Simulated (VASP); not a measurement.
# WS2 in VASP: a series of runs, part 2 of 2

VASP 6.6.1. Earlier steps stand in the parts before.

## 3. Single point, PBEsol (the distance across one plane changed)

Contents of INCAR:

```
SYSTEM = WS2
  ALGO = Fast
  EDIFF = 1E-6
  ENCUT = 520
  GGA = PS
  ISIF = 2
  ISMEAR = 0
  ISYM = 0
  LASPH = .TRUE.
  LCHARG = .FALSE.
  LREAL = .FALSE.
  LWAVE = .FALSE.
  NBANDS = 64
  NELM = 100
  PREC = Accurate
  SIGMA = 0.05
```

Contents of KPOINTS:

```
k-points
0
G
  2 9 3
  0 0 0
```

Contents of POSCAR:

```
WS2
1.0
   -1.5728881103     -2.7243221217     16.9534210371
    1.5728881103     -2.7243221217      0.0000000000
   13.2850798925      7.6701444521      0.7139658891
W S
4 8
Direct
   -0.0287997361      0.5143998680      0.6838618744
   -0.0065292203      0.0032646102      0.1550390890
   -0.0139527256      0.5069763628      0.3313133508
   -0.0213762308      0.0106881154      0.5075876126
    0.8992585355      0.5503707323      0.1975052301
    0.8918350302      0.0540824849      0.3737794919
    0.8844115250      0.5577942375      0.5500537537
    0.9066820407      0.0466589796      0.0212309683
    0.0901575256      0.9549212372      0.0538148607
    0.0827340204      0.4586329898      0.2300891225
    0.0753105151      0.9623447424      0.4063633843
    0.0678870099      0.4660564951      0.5826376460
```

Potentials or basis: VASP PAW PBE potentials, release 64 (W_sv, S).

Command:

```sh
$ cat potpaw_PBE.64/W_sv/POTCAR potpaw_PBE.64/S/POTCAR > POTCAR
$ mpirun -np 1 vasp_std > vasp.out
```

OUTCAR:

```text
SYSTEM = WS2
   EDIFF = 1E-6
   ENCUT = 520
   GGA = PS
   ISIF = 2
   ISMEAR = 0
   ISYM = 0
   LASPH = .TRUE.
   LREAL = .FALSE.
   NELM = 100
   PREC = Accurate

 ion  position               nearest neighbor table
   1  0.971  0.514  0.684-   7 2.40  12 2.40   4 3.15   4 3.15
   2  0.993  0.003  0.155-   9 2.40   5 2.40   5 2.40  10 2.40   8 2.40  10 2.40   3 3.15   3 3.15

   3  0.986  0.507  0.331-   5 2.40   6 2.40   6 2.40  10 2.40  11 2.40  11 2.40   4 3.15   4 3.15
                             2 3.15   2 3.15
   4  0.979  0.011  0.508-  11 2.40  12 2.40  12 2.40   7 2.40   7 2.40   6 2.40   3 3.15   3 3.15
                             1 3.15   1 3.15
   5  0.899  0.550  0.198-   3 2.40   2 2.40   2 2.40
   6  0.892  0.054  0.374-   3 2.40   3 2.40   4 2.40
   7  0.884  0.558  0.550-   1 2.40   4 2.40   4 2.40
   8  0.907  0.047  0.021-   2 2.40
   9  0.090  0.955  0.054-   2 2.40
  10  0.083  0.459  0.230-   3 2.40   2 2.40   2 2.40
  11  0.075  0.962  0.406-   4 2.40   3 2.40   3 2.40
  12  0.068  0.466  0.583-   4 2.40   4 2.40   1 2.40

IMPORTANT INFORMATION: All symmetrisations will be switched off!
NOSYMM: (Re-)initialisation of all symmetry stuff for point group C_1.

----------------------------------------------------------------------------------------

                                     Primitive cell

  volume of cell :     824.2420

  direct lattice vectors                    reciprocal lattice vectors
    -1.572888110 -2.724322122 16.953421037    -0.002359833 -0.001362450  0.058547269
     1.572888110 -2.724322122  0.000000000     0.160123199 -0.274616617 -0.029273634
    13.285079893  7.670144452  0.713965889     0.056035220  0.032351949  0.010397563

  length of vectors
    17.242806990  3.145776221 15.356894574     0.058610645  0.319234507  0.065533990

  position of ions in fractional coordinates (direct lattice)
     0.971200264  0.514399868  0.683861874
     0.993470780  0.003264610  0.155039089
     0.986047274  0.506976363  0.331313351
     0.978623769  0.010688115  0.507587613
     0.899258536  0.550370732  0.197505230
     0.891835030  0.054082485  0.373779492
     0.884411525  0.557794237  0.550053754
     0.906682041  0.046658980  0.021230968
     0.090157526  0.954921237  0.053814861
     0.082734020  0.458632990  0.230089122
     0.075310515  0.962344742  0.406363384
     0.067887010  0.466056495  0.582637646

  ion indices of the primitive-cell ions
   primitive index   ion index
                 1           1
                 2           2
                 3           3
                 4           4
                 5           5
                 6           6
                 7           7
                 8           8
                 9           9
                10          10
                11          11
                12          12

----------------------------------------------------------------------------------------

 KPOINTS: k-points

Automatic generation of k-mesh.
 Grid dimensions read from file:
 generate k-points for:    2    9    3

 Generating k-lattice:

  Cartesian coordinates                     Fractional coordinates (reciprocal lattice)
    -0.001179916 -0.000681225  0.029273634     0.500000000  0.000000000 -0.000000000
[... 60 lines left out ...]
 -0.000000 -0.333333  0.333333      2.000000
  0.500000 -0.333333  0.333333      2.000000
 [... further k-points ...]
   k-points           NKPTS =     28   k-points in BZ     NKDIM =     28   number of bands    NBANDS=     64
   number of dos      NEDOS =    301   number of ions     NIONS =     12
   total plane-waves  NPLWV = 368640
   dimension x,y,z NGX =   128 NGY =   24 NGZ =  120
   dimension x,y,z NGXF=   256 NGYF=   48 NGZF=  240
   ions per type =               4   8
   NGX,Y,Z   is equivalent  to a cutoff of  12.34, 12.68, 12.99 a.u.
   NGXF,Y,Z  is equivalent  to a cutoff of  24.68, 25.37, 25.98 a.u.
 SYSTEM =  WS2
   PREC   = accura    normal or accurate (medium, high low for compatibility)
   ISTART =      0    job   : 0-new  1-cont  2-samecut
   ICHARG =      2    charge: 1-file 2-atom 10-const
   ISPIN  =      1    spin polarized calculation?
   LNONCOLLINEAR =      F non collinear calculations
   LSORBIT =      F    spin-orbit coupling
   LASPH  =      T    aspherical Exc in radial PAW
   ENCUT  =  520.0 eV  38.22 Ry    6.18 a.u.  32.06  5.85 28.55*2*pi/ulx,y,z
   NELM   =    100;   NELMIN=  2; NELMDL= -5     # of ELM steps
   EDIFF  = 0.1E-05   stopping-criterion for ELM
   LREAL  =      F    real-space projection
   EDIFFG = 0.1E-04   stopping-criterion for IOM
   NSW    =      0    number of steps for IOM
   IBRION =     -1    ionic relax: 0-MD 1-quasi-New 2-CG
   NFREE  =      0    steps in history (QN), initial steepest desc. (CG)
   ISIF   =      2    stress and relaxation
   ISYM   =      0    0-nonsym 1-usesym 2-fastsym
   POTIM  = 0.5000    time-step for ionic-motion
   TEBEG  =    0.0;   TEEND  =   0.0 temperature during run
   PSTRESS=    0.0 pullay stress
   NELECT =     104.0000    total number of electrons
   NUPDOWN=      -1.0000    fix difference up-down
   EMIN   =  10.00;   EMAX   =-10.00  energy-range for DOS
   EFERMI =   0.00;   METHOD = LEGACY
   ISMEAR =     0;   SIGMA  =   0.05  broadening in eV -4-tet -1-fermi 0-gaus
   EFERMI_NEDOS =   21; number of points for ismear=-14 and -15
   IALGO  =     68    algorithm
   IMIX   =      4    mixing-type and parameters
     AMIX     =   0.40;   BMIX     =  1.00
     AMIX_MAG =   1.60;   BMIX_MAG =  1.00
  volume/ion in A,a.u.               =      68.69       463.52
  Fermi-wavevector in a.u.,A,eV,Ry     =   0.821109  1.551672  9.173329  0.674221
  Thomas-Fermi vector in A             =   1.932210
   LORBIT       =      0    0 simple, 1 ext, 2 COOP (PROOUT), +10 PAW based schemes
   GGA     = PS    functional components
   LHFCALC =     F    Hartree Fock is set to
   AEXX    =    0.0000 exact exchange contribution
   IVDW    =     0    specifies the selected vdW correction
   LEPSILON=     F    determine dielectric tensor
   LRPA    =     F    only Hartree local field effects (RPA)
 non-spin polarized calculation
 RMM-DIIS sequential band-by-band and
 Gauss-broadening in eV      SIGMA  =   0.05
  energy-cutoff  :      520.00
  volume of cell :      824.24
 maximum number of plane-waves:     22255
   NGX = 63   NGY = 11   NGZ = 57

 number of electron     104.0000003 magnetization

 Free energy of the ion-electron system (eV)
  ---------------------------------------------------
  ext. energy  EPLUGINS =         0.00000000
  ---------------------------------------------------
  free energy    TOTEN  =       -91.25658573 eV

  energy without entropy =      -91.23846968  energy(sigma->0) =      -91.24752770

 E-fermi :  -1.9205     XC(G=0):  -3.6969

 val. band max:       -1.9242416135   @ k =  -0.0000   0.2222   0.3333
 cond. band min:      -1.9028972912   @ k =   0.5000   0.1111  -0.0000
 fundamental gap:      0.0213443222
 Fermi energy:        -1.9204862417

 k-point     1 :       0.0000    0.0000    0.0000
  band No.  band energies     occupation
      1     -76.6957      2.00000
      2     -76.5324      2.00000
      3     -76.4818      2.00000
      4     -76.4598      2.00000
      5     -41.0734      2.00000
      6     -40.9236      2.00000
[... 1597 lines left out ...]
     63       0.8770      0.00000
     64       1.2201      0.00000

 [... further k-points ...]
[... 5 lines left out ...]
  --------------------------------------------------------------------------------------
  -------------------------------------------------------------------------------------
  Total       -9.4486979    -10.3289240     -3.4357440      0.7623853     -0.0056382     -0.0096716
  in kB      -18.3665600    -20.0775603     -6.6784650      1.4819392     -0.0109596     -0.0187998
  external PRESSURE =     -15.0408618 kB  Pullay stress =       0.0000000 kB

 VOLUME and BASIS-vectors are now :
 -----------------------------------------------------------------------------
  energy-cutoff  :      520.00
  volume of cell :      824.24
      direct lattice vectors                 reciprocal lattice vectors
    -1.572888110 -2.724322122 16.953421037    -0.002359833 -0.001362450  0.058547269
     1.572888110 -2.724322122  0.000000000     0.160123199 -0.274616617 -0.029273634
    13.285079893  7.670144452  0.713965889     0.056035220  0.032351949  0.010397563

 POSITION                                       TOTAL-FORCE (eV/Angst)
 -----------------------------------------------------------------------------------
      8.36666      1.19807     16.95342        -3.058404     -1.765821      0.010637
      0.50222     -1.52626     16.95342        -0.836359     -0.482708      0.034563
      3.64800     -1.52626     16.95342         0.399364      0.230652      0.000413
      5.22089      1.19807     16.95342        -0.128777     -0.074436      0.000846
      2.07511     -2.43436     15.38652        -0.107253     -0.061870      0.068129
      3.64800      0.28996     15.38652         0.022602      0.012903     -0.128284
      6.79378      0.28996     15.38652         1.538187      0.887980      0.320857
     -1.07066     -2.43436     15.38652         0.341816      0.197448      0.775291
      2.07511     -2.43436      1.56690         0.376980      0.217462     -0.804036
      3.64800      0.28996      1.56690        -0.107131     -0.061854     -0.080415
      6.79378      0.28996      1.56690         0.021488      0.012568      0.127391
      8.36666      3.01428      1.56690         1.537486      0.887676     -0.325391
 -----------------------------------------------------------------------------------
    total drift:                               -0.000349      0.000217     -0.000022

  FREE ENERGIE OF THE ION-ELECTRON SYSTEM (eV)
  ---------------------------------------------------
  free  energy   TOTEN  =       -91.2565857307 eV

  energy  without entropy=      -91.2384696770  energy(sigma->0) =      -91.24752770
```

It took 1.7 h on 1 thread of Oxide Virtual Turin-like, shared host; peak memory 1.4 GiB.

What came out:

```yaml
Free_energy: -91.2566 eV
Largest_force: 3.532 eV/Å
Band_gap_on_the_k_mesh: zero (bands 52 and 53 overlap by 0.19 eV)
```

Forces in eV/Å, atoms in the order of the input:
```
W   -3.058 -1.766  0.011
W   -0.836 -0.483  0.035
W    0.399  0.231  0.000
W   -0.129 -0.074  0.001
S   -0.107 -0.062  0.068
S    0.023  0.013 -0.128
S    1.538  0.888  0.321
S    0.342  0.197  0.775
S    0.377  0.217 -0.804
S   -0.107 -0.062 -0.080
S    0.021  0.013  0.127
S    1.537  0.888 -0.325
```

Caveat: the cell differs from its parent crystal (the distance across one plane changed); there is no dipole correction, which matters where the two faces differ; the PAW data sets were made with another functional, which shifts forces and pressure a little; spin-orbit coupling is left out, which moves the levels of the heavy elements.

The gap in the log of VASP goes by the Fermi energy; the results here count the filled bands.